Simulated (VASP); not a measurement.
Ge, 2 atoms in the cell. The structure is cubic, space group Fd-3m (No. 227). Conventional cell: a = 5.658 Å, b = 5.658 Å, c = 5.658 Å, α = 90.00°, β = 90.00°, γ = 90.00°. Ge (site symmetry -43m) has 4 Ge at 2.45 Å within 3.2 Å. 

- Program: VASP 6.6.1
- Task: relaxation of cell and atoms
- Functional: PBE
- Potentials or basis: VASP PAW PBE potentials, release 64 (Ge_d)
- Cutoff: 600 eV
- k mesh: 6 × 6 × 6
- Occupations: fermi-dirac, width 0.02 eV
- Spin: no spin polarisation
- Target pressure: 40 GPa
- Dipole correction: no
- Further INCAR settings: ALGO = Normal; EDIFF = 1e-06; IBRION = 2; EDIFFG = -0.02; NSW = 50; ISIF = 3

Potentials or basis: VASP PAW PBE potentials, release 64 (Ge_d).

Command:

```console
$ cat potpaw_PBE.64/Ge_d/POTCAR > POTCAR
$ mpirun -np 1 vasp_std > vasp.out
```

Hardware: 1 thread of Intel(R) Xeon(R) Platinum 8559C (Emerald Rapids) (shared host).

Task: Estimate the wall time of this run.

Result: Wall time 45 s on 1 thread of Intel(R) Xeon(R) Platinum 8559C (Emerald Rapids), on a shared host, peak memory 0.19 GiB. Counts: scf iterations 62, k points 16, ion steps 8.
